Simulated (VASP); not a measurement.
# SiC (rocksalt type) (Fm-3m) in VASP: a series of runs

The runs below take SiC (rocksalt type) through electric field gradients, density of states, with PBE.

Everything below comes from runs of VASP 6.6.1. Logs are shortened: lines on timing, memory, paths and dates and some standing lists are left out, and cuts for length are marked.

## Step 1: The cell of the first run

The structure is cubic, space group Fm-3m (No. 225). The conventional cell has a = 4.032 Å, b = 4.032 Å, c = 4.032 Å, α = 90.00°, β = 90.00°, γ = 90.00°. Within 2.7 Å of Si (site symmetry m-3m) lie 6 C at 2.02 Å. Within 2.7 Å of C (site symmetry m-3m) lie 6 Si at 2.02 Å.

## Step 2: Electric field gradients, PBE (volume scaled by 0.98)

Input file INCAR:

```
PREC = Accurate
ENCUT = 520
EDIFF = 1E-8
ISMEAR = -1
SIGMA = 0.05
LREAL = F
LASPH = T
NELM = 60
ALGO = Normal
ISIF = 2
LWAVE = F
LCHARG = F
GGA = PE
LEFG = T
NBANDS = 11
```

Input file KPOINTS:

```
Automatic mesh
0
Gamma
  13 13 13
```

Input file POSCAR:

```
SiC
1.0
    0.0000000000      2.0160462829      2.0160462829
    2.0160462829      0.0000000000      2.0160462829
    2.0160462829      2.0160462829      0.0000000000
Si C
1 1
Direct
    0.0000000000      0.0000000000      0.0000000000
    0.5000000000      0.5000000000      0.5000000000
```

Potentials or basis: VASP PAW PBE potentials, release 64 (Si, C).

Started as:

```
cat potpaw_PBE.64/Si/POTCAR potpaw_PBE.64/C/POTCAR > POTCAR
mpirun -np 1 vasp_std > vasp.out
```

OUTCAR:

```text
PREC = Accurate
   ENCUT = 520
   EDIFF = 1E-8
   ISMEAR = -1
   LREAL = F
   LASPH = T
   NELM = 60
   ISIF = 2
   GGA = PE

 ion  position               nearest neighbor table
   1  0.000  0.000  0.000-   2 2.02   2 2.02   2 2.02   2 2.02   2 2.02   2 2.02
   2  0.500  0.500  0.500-   1 2.02   1 2.02   1 2.02   1 2.02   1 2.02   1 2.02

  LATTYP: Found a face centered cubic cell.
 ALAT       =     4.0320925658

  Lattice vectors:

 A1 = (   0.0000000000,   2.0160462829,   2.0160462829)
 A2 = (   2.0160462829,   0.0000000000,   2.0160462829)
 A3 = (   2.0160462829,   2.0160462829,   0.0000000000)

Analysis of symmetry for initial positions (statically):
=====================================================================
 Subroutine PRICEL returns:
 Original cell was already a primitive cell.

 Routine SETGRP: Setting up the symmetry group for a
 face centered cubic supercell.

 Subroutine GETGRP returns: Found 48 space group operations
 (whereof 48 operations were pure point group operations)
 out of a pool of 48 trial point group operations.

The static configuration has the point symmetry O_h .

Analysis of symmetry for dynamics (positions and initial velocities):
=====================================================================
 Subroutine PRICEL returns:
 Original cell was already a primitive cell.

 Routine SETGRP: Setting up the symmetry group for a
 face centered cubic supercell.

 Subroutine GETGRP returns: Found 48 space group operations
 (whereof 48 operations were pure point group operations)
 out of a pool of 48 trial point group operations.

The dynamic configuration has the point symmetry O_h .

 Subroutine INISYM returns: Found 48 space group operations
 (whereof 48 operations are pure point group operations),
 and found     1 'primitive' translations

----------------------------------------------------------------------------------------

                                     Primitive cell

  volume of cell :      16.3882

  direct lattice vectors                    reciprocal lattice vectors
     0.000000000  2.016046283  2.016046283    -0.248010179  0.248010179  0.248010179
     2.016046283  0.000000000  2.016046283     0.248010179 -0.248010179  0.248010179
     2.016046283  2.016046283  0.000000000     0.248010179  0.248010179 -0.248010179
[... 133 lines left out ...]

 val. band max:       12.5320375769   @ k =   0.4615   0.3846   0.0000
 cond. band min:      12.5812016113   @ k =  -0.1538   0.0769   0.0000
 fundamental gap:      0.0491640344
 Fermi energy:        12.5505688788

 k-point     1 :       0.0000    0.0000    0.0000
  band No.  band energies     occupation
      1      -6.0212      2.00000
      2      12.5914      0.61260
      3      12.5914      0.61260
      4      12.5914      0.61260
      5      20.2837      0.00000
      6      21.5405      0.00000
      7      21.5405      0.00000
      8      21.5405      0.00000
      9      25.4607      0.00000
     10      25.4607      0.00000
     11      25.4607      0.00000
[... 309 lines left out ...]
 k-point    24 :       0.4615    0.1538    0.0000
  band No.  band energies     occupation
      1      -1.5601      2.00000
      2       2.9843      2.00000
      3       9.6076      2.00000
      4      10.3223      2.00000
      5      15.8470      0.00000
      6      20.2845      0.00000
      7      20.4905      0.00000
      8      24.3132      0.00000
      9      25.2910      0.00000
     10      29.3647      0.00000
     11      31.2726      0.00000

 [... further k-points ...]

------------------------ aborting loop because EDIFF is reached ----------------------------------------

  FORCE on cell =-STRESS in cart. coord.  units (eV):
  Direction    XX          YY          ZZ          XY          YZ          ZX
  --------------------------------------------------------------------------------------
  -------------------------------------------------------------------------------------
  Total        0.5359110      0.5359110      0.5359110     -0.0000000      0.0000000     -0.0000000
  in kB       52.3928185     52.3928185     52.3928185     -0.0000000      0.0000000     -0.0000000
  external PRESSURE =      52.3928185 kB  Pullay stress =       0.0000000 kB

 VOLUME and BASIS-vectors are now :
 -----------------------------------------------------------------------------
  energy-cutoff  :      520.00
  volume of cell :       16.39
      direct lattice vectors                 reciprocal lattice vectors
     0.000000000  2.016046283  2.016046283    -0.248010179  0.248010179  0.248010179
     2.016046283  0.000000000  2.016046283     0.248010179 -0.248010179  0.248010179
     2.016046283  2.016046283  0.000000000     0.248010179  0.248010179 -0.248010179

 POSITION                                       TOTAL-FORCE (eV/Angst)
 -----------------------------------------------------------------------------------
      0.00000      0.00000      0.00000         0.000000     -0.000000      0.000000
      2.01605      2.01605      2.01605        -0.000000      0.000000     -0.000000
 -----------------------------------------------------------------------------------
    total drift:                               -0.000000     -0.000000      0.000000

  FREE ENERGIE OF THE ION-ELECTRON SYSTEM (eV)
  ---------------------------------------------------
  free  energy   TOTEN  =       -13.5721990799 eV

  energy  without entropy=      -13.5695026086  energy(sigma->0) =      -13.57085084

 Electric field gradients (V/A^2)
---------------------------------------------------------------------
 ion       V_xx      V_yy      V_zz      V_xy      V_xz      V_yz
---------------------------------------------------------------------
   1       0.000    -0.000     0.000    -0.000    -0.000    -0.000
   2      -0.000     0.000    -0.000    -0.000    -0.000    -0.000
---------------------------------------------------------------------

 Electric field gradients after diagonalization (V/A^2)
 (convention: |V_zz| > |V_xx| > |V_yy|)
----------------------------------------------------------------------
 ion       V_xx      V_yy      V_zz     asymmetry (V_yy - V_xx)/ V_zz
----------------------------------------------------------------------
   1       0.000     0.000    -0.000       0.000
   2       0.000     0.000    -0.000       0.000
----------------------------------------------------------------------

           NMR quadrupolar parameters

 Cq : quadrupolar parameter    Cq=e*Q*V_zz/h
 eta: asymmetry parameters     (V_yy - V_xx)/ V_zz
 Q  : nuclear electric quadrupole moment in mb (millibarn)
----------------------------------------------------------------------
 ion       Cq(MHz)       eta       Q (mb)
----------------------------------------------------------------------
   1      -0.000       0.000       1.000
   2      -0.000       0.000       1.000
----------------------------------------------------------------------
```

stdout:

```text
POSCAR found type information on POSCAR SiC
 POSCAR found :  2 types and       2 ions
 scaLAPACK will be used
 LDA part: xc-table for (Slater+PW92), standard interpolation
 POSCAR, INCAR and KPOINTS ok, starting setup
 FFT: planning ... GRIDC
 FFT: planning ... GRID_SOFT
 FFT: planning ... GRID
 WAVECAR not read
 entering main loop
ion   1

ion   2
```

It took 40 s on 1 thread of AMD EPYC 7R13, shared host; peak memory 0.11 GiB.

Results:

- Free energy: -13.5722 eV
- Pressure: 5.2 GPa
- Band gap on the k mesh: zero (band 4 reaches 12.66 eV, above the bottom of band 5 at 11.81 eV)

Caveat: without QUAD_EFG the Cq values of the log hold for a quadrupole moment of 1 mb, not for the nuclei.

## Step 3: Electric field gradients, PBE (volume scaled by 1.02)

Input file INCAR:

```
SYSTEM = SiC
  PREC = Accurate
  ENCUT = 520
  EDIFF = 1E-8
  ISMEAR = -1
  SIGMA = 0.05
  LREAL = .FALSE.
  LASPH = .TRUE.
  NELM = 100
  ALGO = Normal
  ISIF = 2
  LWAVE = .FALSE.
  LCHARG = .FALSE.
  GGA = PE
  LEFG = .TRUE.
  NBANDS = 11
```

Input file KPOINTS:

```
regular mesh
0
G
  13 13 13
  0 0 0
```

Input file POSCAR:

```
SiC
1.0
    0.0000000000      2.0431105363      2.0431105363
    2.0431105363      0.0000000000      2.0431105363
    2.0431105363      2.0431105363      0.0000000000
Si C
1 1
Direct
    0.0000000000      0.0000000000      0.0000000000
    0.5000000000      0.5000000000      0.5000000000
```

Potentials or basis: VASP PAW PBE potentials, release 64 (Si, C).

Started as:

```
cat potpaw_PBE.64/Si/POTCAR potpaw_PBE.64/C/POTCAR > POTCAR
mpirun -np 1 vasp_std > vasp.out
```

OUTCAR:

```text
SYSTEM = SiC
   PREC = Accurate
   ENCUT = 520
   EDIFF = 1E-8
   ISMEAR = -1
   LREAL = .FALSE.
   LASPH = .TRUE.
   NELM = 100
   ISIF = 2
   GGA = PE

 ion  position               nearest neighbor table
   1  0.000  0.000  0.000-   2 2.04   2 2.04   2 2.04   2 2.04   2 2.04   2 2.04
   2  0.500  0.500  0.500-   1 2.04   1 2.04   1 2.04   1 2.04   1 2.04   1 2.04

  LATTYP: Found a face centered cubic cell.
 ALAT       =     4.0862210726

  Lattice vectors:

 A1 = (   0.0000000000,   2.0431105363,   2.0431105363)
 A2 = (   2.0431105363,   0.0000000000,   2.0431105363)
 A3 = (   2.0431105363,   2.0431105363,   0.0000000000)

Analysis of symmetry for initial positions (statically):
=====================================================================
 Subroutine PRICEL returns:
 Original cell was already a primitive cell.

 Routine SETGRP: Setting up the symmetry group for a
 face centered cubic supercell.

 Subroutine GETGRP returns: Found 48 space group operations
 (whereof 48 operations were pure point group operations)
 out of a pool of 48 trial point group operations.

The static configuration has the point symmetry O_h .

Analysis of symmetry for dynamics (positions and initial velocities):
=====================================================================
 Subroutine PRICEL returns:
 Original cell was already a primitive cell.

 Routine SETGRP: Setting up the symmetry group for a
 face centered cubic supercell.

 Subroutine GETGRP returns: Found 48 space group operations
 (whereof 48 operations were pure point group operations)
 out of a pool of 48 trial point group operations.

[... 481 lines left out ...]
      3       9.1227      2.00000
      4       9.8212      2.00000
      5      15.0487      0.00000
      6      19.4349      0.00000
      7      19.6303      0.00000
      8      23.4006      0.00000
      9      24.1501      0.00000
     10      28.4142      0.00000
     11      30.2969      0.00000

 [... further k-points ...]

------------------------ aborting loop because EDIFF is reached ----------------------------------------

  FORCE on cell =-STRESS in cart. coord.  units (eV):
  Direction    XX          YY          ZZ          XY          YZ          ZX
  --------------------------------------------------------------------------------------
  -------------------------------------------------------------------------------------
  Total       -0.5021114     -0.5021114     -0.5021114      0.0000000     -0.0000000      0.0000000
  in kB      -47.1633936    -47.1633936    -47.1633936      0.0000000     -0.0000000      0.0000000
  external PRESSURE =     -47.1633936 kB  Pullay stress =       0.0000000 kB

 VOLUME and BASIS-vectors are now :
 -----------------------------------------------------------------------------
  energy-cutoff  :      520.00
  volume of cell :       17.06
      direct lattice vectors                 reciprocal lattice vectors
     0.000000000  2.043110536  2.043110536    -0.244724889  0.244724889  0.244724889
     2.043110536  0.000000000  2.043110536     0.244724889 -0.244724889  0.244724889
     2.043110536  2.043110536  0.000000000     0.244724889  0.244724889 -0.244724889

 POSITION                                       TOTAL-FORCE (eV/Angst)
 -----------------------------------------------------------------------------------
      0.00000      0.00000      0.00000        -0.000000      0.000000      0.000000
      2.04311      2.04311      2.04311         0.000000     -0.000000     -0.000000
 -----------------------------------------------------------------------------------
    total drift:                               -0.000000     -0.000000      0.000000

  FREE ENERGIE OF THE ION-ELECTRON SYSTEM (eV)
  ---------------------------------------------------
  free  energy   TOTEN  =       -13.5732747356 eV

  energy  without entropy=      -13.5712628258  energy(sigma->0) =      -13.57226878

 Electric field gradients (V/A^2)
---------------------------------------------------------------------
 ion       V_xx      V_yy      V_zz      V_xy      V_xz      V_yz
---------------------------------------------------------------------
   1      -0.000    -0.000    -0.000    -0.000    -0.000    -0.000
   2      -0.000    -0.000     0.000    -0.000    -0.000    -0.000
---------------------------------------------------------------------

 Electric field gradients after diagonalization (V/A^2)
 (convention: |V_zz| > |V_xx| > |V_yy|)
----------------------------------------------------------------------
 ion       V_xx      V_yy      V_zz     asymmetry (V_yy - V_xx)/ V_zz
----------------------------------------------------------------------
   1       0.000     0.000    -0.000       0.000
   2       0.000     0.000    -0.001       0.000
----------------------------------------------------------------------

           NMR quadrupolar parameters

 Cq : quadrupolar parameter    Cq=e*Q*V_zz/h
 eta: asymmetry parameters     (V_yy - V_xx)/ V_zz
 Q  : nuclear electric quadrupole moment in mb (millibarn)
----------------------------------------------------------------------
 ion       Cq(MHz)       eta       Q (mb)
----------------------------------------------------------------------
   1      -0.000       0.000       1.000
   2      -0.000       0.000       1.000
----------------------------------------------------------------------
```

OSZICAR:

```text
N       E                     dE             d eps       ncg     rms          rms(c)
DAV:   1     0.324060044709E+01    0.32406E+01   -0.41790E+03  1944   0.630E+02
DAV:   2    -0.144342394851E+02   -0.17675E+02   -0.16562E+02  2335   0.107E+02
DAV:   3    -0.149333083382E+02   -0.49907E+00   -0.49745E+00  2248   0.140E+01
DAV:   4    -0.149345534235E+02   -0.12451E-02   -0.12450E-02  2073   0.855E-01
DAV:   5    -0.149345561583E+02   -0.27348E-05   -0.27332E-05  2176   0.370E-02    0.792E+00
DAV:   6    -0.135848970428E+02    0.13497E+01   -0.48307E+00  1977   0.986E+00    0.328E+00
DAV:   7    -0.135726359555E+02    0.12261E-01   -0.27818E-01  2127   0.312E+00    0.140E+00
DAV:   8    -0.135729973505E+02   -0.36140E-03   -0.53904E-03  1944   0.532E-01    0.311E-01
DAV:   9    -0.135732507709E+02   -0.25342E-03   -0.71110E-04  2105   0.192E-01    0.120E-01
DAV:  10    -0.135732788913E+02   -0.28120E-04   -0.72243E-05  2095   0.538E-02    0.160E-02
DAV:  11    -0.135732748844E+02    0.40069E-05   -0.22638E-05  2073   0.220E-02    0.191E-03
DAV:  12    -0.135732747876E+02    0.96823E-07   -0.71022E-07  2094   0.587E-03    0.145E-03
DAV:  13    -0.135732747415E+02    0.46040E-07   -0.54213E-08  1953   0.116E-03    0.567E-04
DAV:  14    -0.135732747356E+02    0.58661E-08   -0.18085E-09  1041   0.284E-04
   1 F= -.13573275E+02 E0= -.13572269E+02  d E =-.201191E-02
```

stdout:

```text
POSCAR found type information on POSCAR SiC
 POSCAR found :  2 types and       2 ions
 scaLAPACK will be used
 LDA part: xc-table for (Slater+PW92), standard interpolation
 POSCAR, INCAR and KPOINTS ok, starting setup
 FFT: planning ... GRIDC
 FFT: planning ... GRID_SOFT
 FFT: planning ... GRID
 WAVECAR not read
 entering main loop
ion   1

ion   2
```

Run time: 40 s. Hardware: 1 thread of AMD EPYC 7R13, shared host; peak memory 0.11 GiB.

Results:

| Property | Result |
| --- | --- |
| Free energy | -13.5733 eV |
| Pressure | -4.7 GPa |
| Band gap on the k mesh | zero (band 4 reaches 12.05 eV, above the bottom of band 5 at 10.93 eV) |

Caveat: without QUAD_EFG the Cq values of the log hold for a quadrupole moment of 1 mb, not for the nuclei.

(Part 1 of 2 ends here.)
